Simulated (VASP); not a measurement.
Set up this calculation in VASP 6.6.1, as the native input.

```yaml
Task: relaxation of the atoms
Functional: PBE
Dispersion: D3(BJ)
Potentials_or_basis: VASP PAW PBE potentials, release 64 (C, H)
Cutoff: 520 eV
k_mesh: 1 × 1 × 1
Occupations: fermi-dirac, width 0.05 eV
Spin: no spin polarisation
Dipole_correction: no
Further_INCAR_settings: LREAL = Auto; ALGO = Normal; EDIFF = 1e-06; IBRION = 2; EDIFFG = -0.3; NSW = 35
```

The structure of H10C3 lies in POSCAR:

```
H10C3
1.0
    7.7473110000      0.0000000000      0.0000000000
    0.0000000000      7.7473110000      0.0000000000
    0.0000000000      0.0000000000      7.7473110000
C H
9 30
Direct
    0.3765578000      0.9521859000      0.2069653000
    0.6056149000      0.3774380000      0.4026274000
    0.0606869000      0.7728652000      0.7494634000
    0.0210352000      0.3604953000      0.1744257000
    0.0026621000      0.2027520000      0.0582497000
    0.6164438000      0.0365433000      0.8296336000
    0.6350896000      0.0555131000      0.6346724000
    0.5169651000      0.5822644000      1.0429247000
    0.5221967000      0.6082805000      0.8479549000
    0.5123332000      0.9155476000      0.2046697000
    0.3415469000      1.0101462000      0.0836874000
    0.3548053000      1.0450810000      0.3103091000
    0.2975457000      0.8379688000      0.2291949000
    0.5617006000      0.3557955000      0.5344825000
    0.5139532000      0.4605358000      0.3357281000
    0.6148534000      0.2542042000      0.3354658000
    0.7319523000      0.4392167000      0.4048334000
   -0.0518765000      0.6957479000      0.7153309000
    0.0368362000      0.8393552000      0.8710891000
    0.0851158000      0.8674882000      0.6483085000
    0.1726720000      0.6888693000      0.7631250000
    0.0694524000      0.4716080000      0.1022587000
   -0.1029498000      0.3968452000      0.2310364000
    0.1108857000      0.3356601000      0.2802957000
   -0.0457552000      0.0916393000      0.1304168000
   -0.0871884000      0.2275872000     -0.0476202000
    0.1266471000      0.1664021000      0.0016390000
    0.6361138000      0.1599951000      0.8949871000
    0.4879738000     -0.0103144000      0.8642481000
    0.7107488000     -0.0547977000      0.8812256000
    0.6154195000     -0.0679387000      0.5693189000
    0.5407846000      0.1468541000      0.5830804000
    0.7635596000      0.1023708000      0.6000579000
    0.5381734000      0.7038778000      1.1111795000
    0.3921540000      0.5311161000      1.0842087000
    0.6165011000      0.4915747000      1.0849523000
    0.5009885000      0.4866671000      0.7797001000
    0.4226608000      0.6989702000      0.8059273000
    0.6470079000      0.6594288000      0.8066709000
```

One way to write it, as run:

INCAR

```
SYSTEM = H10C3
ALGO = Normal
EDIFF = 1E-6
EDIFFG = -0.3
ENCUT = 520
GGA = PE
IBRION = 2
ISIF = 2
ISMEAR = -1
IVDW = 12
LASPH = .True.
LCHARG = .False.
LREAL = Auto
LWAVE = .False.
NELM = 60
NSW = 35
PREC = Accurate
SIGMA = 0.05
```

KPOINTS

```
k-points
0
Gamma
  1 1 1
  0 0 0
```

Potentials or basis: VASP PAW PBE potentials, release 64 (C, H).

Launch:

```console
$ cat potpaw_PBE.64/C/POTCAR potpaw_PBE.64/H/POTCAR > POTCAR
$ mpirun -np 1 vasp_gam > vasp.out
```

Results of the run:

- Energy gained by relaxing: 1.4 meV/atom
- Ionic steps: 4
- Pressure after relaxing: 0.5 GPa
- Largest force after relaxing: 0.227 eV/Å
- Band gap on the k mesh: 6.27 eV
- Dispersion energy per atom: -0.031 eV

Caveat: the k points lie up to 0.81 Å⁻¹ apart; the relaxation stopped at a loose force limit of 0.3 eV/Å, so its end isn't a converged minimum.

Run time: 89 s on 1 thread of AMD EPYC 9R45 96-Core Processor (Zen 5) (shared host), peak memory 0.47 GiB.
